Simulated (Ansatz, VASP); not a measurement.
## MnO: VASP beside Ansatz

```
CELL_PARAMETERS angstrom
0.00000 2.22391 2.22391
2.22391 0.00000 2.22391
2.22391 2.22391 0.00000
ATOMIC_POSITIONS crystal
Mn 0.00000 0.00000 0.00000
O 0.50000 0.50000 0.50000
```

Alike in both runs: task single point; functional PBE; k mesh 10 × 10 × 10; occupations gaussian, width 0.016 eV; collinear spin.

```csv
,VASP,Ansatz
version,VASP 6.6.1,Ansatz 0.2.0
potentials or method,"VASP PAW PBE potentials, release 64 (Mn_pv, O)",Ansatz PAW
plane-wave cutoff (eV),520,420
valence electrons in the cell,19,21
```

Ansatz gave:

| Property | Result |
| --- | --- |
| gap on the k mesh at the Fermi level (eV) | none |
| pressure (GPa) | 0.2 |
| net moment per atom (μB) | 2.40 |
| size of the moment on the site where the two differ most (μB) | 4.07 |

Problem. What did VASP give for the same quantities?

Solution. gap on the k mesh at the Fermi level (eV): none; pressure (GPa): 0.4; net moment per atom (μB): 2.40; size of the moment on the site where the two differ most (μB): 4.36.

Site moments also hang on the region over which each program counts them. A gap of «none» marks a metal or a gap that the smearing closes. VASP's potentials hold 19 valence electrons a cell and Ansatz's 21, so a difference there can come from the potentials and not from the codes.
